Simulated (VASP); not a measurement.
Here is a VASP 6.6.1 calculation.

Contents of INCAR:

```
ALGO = Normal
EDIFF = 1E-6
ENCUT = 520
GGA = PE
ISIF = 2
ISMEAR = 0
LASPH = T
LCHARG = F
LREAL = F
LWAVE = F
NBANDS = 22
NELM = 80
PREC = Accurate
SIGMA = 0.1
```

The input KPOINTS:

```
k-points
0
Gamma
  6 6 4
```

POSCAR

```
KTe2Cl
1.0
    5.7754370576      0.0000000030      0.0000000000
   -2.8877185314      5.0016752083      0.0000000000
    0.0000000000      0.0000000000      5.7516828810
K Te Cl
1 2 1
Direct
    0.0000000000      0.0000000000      0.5000000000
    0.3333333333      0.6666666667      0.5000000000
    0.6666666667      0.3333333333      0.5000000000
    0.0000000000      0.0000000000      0.0000000000
```

Potentials or basis: VASP PAW PBE potentials, release 64 (K_sv, Te, Cl).

Command:

```console
$ cat potpaw_PBE.64/K_sv/POTCAR potpaw_PBE.64/Te/POTCAR potpaw_PBE.64/Cl/POTCAR > POTCAR
$ mpirun -np 1 vasp_std > vasp.out
```

(1) Predict the pressure.

(2) Predict the band gap on the k mesh.

Results:

(1) 0.0 GPa.

(2) zero (band 14 reaches 0.87 eV, above the bottom of band 15 at -0.07 eV).

Caveat: spin-orbit coupling is left out, which moves the levels of the heavy elements.
